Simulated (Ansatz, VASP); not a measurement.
# FePt: VASP beside Ansatz

```
CELL_PARAMETERS angstrom
2.69851 -0.01608 0.03578
-0.01608 2.73027 0.03646
0.09873 0.10059 7.56592
ATOMIC_POSITIONS crystal
Fe 0.53166 0.44979 0.24867
Fe 0.48948 0.53747 0.73807
Pt 0.96668 0.00937 0.98839
Pt 0.01218 0.00337 0.52487
```

Change from the starting cell: cell x2, atoms moved at random (sigma 0.15 Å) and cell strained at random (1.5 %), then relaxed without symmetry.

Alike in both runs: task relaxation of cell and atoms; functional PBE; k mesh 8 × 8 × 4; occupations gaussian, width 0.2 eV; collinear spin.

|  | VASP | Ansatz |
| --- | --- | --- |
| version | VASP 6.6.1 | Ansatz 0.2.0 |
| potentials or method | VASP PAW PBE potentials, release 64 (Fe, Pt), cutoff 600 eV | scalar-relativistic, plane waves, PAW |
| valence electrons in the cell | 36 | 68 |

VASP gave:

```
gap on the k mesh at the Fermi level, each at its own relaxed structure (eV) : none
net moment per atom (μB)                                                     : 1.66
size of the moment on the site where the two differ most (μB)                : 0.35
relaxed volume (Å³/atom)                                                     : 13.99
relaxed length of the cell vector where the two differ most in proportion (Å)              : 7.507
```

Q: Estimate Ansatz's values.

A: gap on the k mesh at the Fermi level, each at its own relaxed structure (eV): none; net moment per atom (μB): 1.66; size of the moment on the site where the two differ most (μB): 0.40; relaxed volume (Å³/atom): 14.02; relaxed length of the cell vector where the two differ most in proportion (Å): 7.513.

Site moments also hang on the region over which each program counts them. A gap of «none» marks a metal or a gap that the smearing closes. VASP's potentials hold 36 valence electrons a cell and Ansatz's 68, so a difference there can come from the potentials and not from the codes.

Neither program's run includes spin-orbit coupling.
